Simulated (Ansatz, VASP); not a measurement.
Mo: VASP beside Ansatz

```
CELL_PARAMETERS angstrom
-1.59614 1.59614 1.59614
1.59614 -1.59614 1.59614
1.59614 1.59614 -1.59614
ATOMIC_POSITIONS crystal
Mo 0.00000 0.00000 0.00000
```

Alike in both runs: task single point; functional r2SCAN; k mesh 20 × 20 × 20; occupations gaussian, width 0.05 eV; no spin polarisation.

|  | VASP | Ansatz |
| --- | --- | --- |
| version | VASP 6.6.1 | Ansatz 0.2.0 |
| potentials or method | VASP PAW PBE potentials, release 64 (Mo_sv), cutoff 520 eV | scalar-relativistic, plane waves, PAW |
| valence electrons in the cell | 14 | 14 |

Ansatz gave:

| Property | Result |
| --- | --- |
| gap on the k mesh at the Fermi level (eV) | none |
| pressure (GPa) | -9.9 |

Task: Which values does VASP return?

Result: gap on the k mesh at the Fermi level (eV): none; pressure (GPa): -9.0.

VASP's potentials were made for PBE, not for r2SCAN. A gap of «none» marks a metal or a gap that the smearing closes. The functional is the same, so the differences come from potentials, cutoffs and numerics.
